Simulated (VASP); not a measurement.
**BAs (r.bp): single point with PBE**

Crystal: BAs (r.bp).

```xyz
2
Lattice="0.0000 2.3866 2.3866 2.3866 0.0000 2.3866 2.3866 2.3866 0.0000" Properties=species:S:1:pos:R:3 pbc="T T T"
B     0.0000    0.0000    0.0000
As    1.1933    1.1933    1.1933
```

- Program: VASP 6.6.1
- Task: single point
- Functional: PBE
- Potentials or basis: VASP PAW PBE potentials, release 64 (B, As)
- Cutoff: 500 eV
- k mesh: 10 × 10 × 10
- Occupations: gaussian, width 0.02 eV
- Spin: no spin polarisation
- Dipole correction: no
- Further INCAR settings: ALGO = Normal; EDIFF = 1e-06; NBANDS = 11

```json
{"Pressure": "3.8 GPa", "Band gap on the k mesh": "1.17 eV, indirect (least direct gap 3.28 eV)"}
```

Levels at points of the mesh, in eV from the valence-band top:
```csv
k point,band 2,band 3,band 4,band 5,band 6,band 7
"(0.00, 0.00, 0.00)",0.00,0.00,0.00,3.28,3.28,3.28
"(0.50, 0.00, 0.00)",-8.81,-1.83,-1.83,2.71,4.78,4.78
"(0.50, 0.50, 0.00)",-8.54,-4.09,-4.09,1.42,1.44,11.39
```

Wall time 24 s on 1 thread of Intel Xeon 8259CL, with other jobs on the host, peak memory 0.16 GiB.

A k mesh can miss the band edges. Expect the measured gap to be larger: semilocal functionals such as PBE lack the derivative discontinuity.
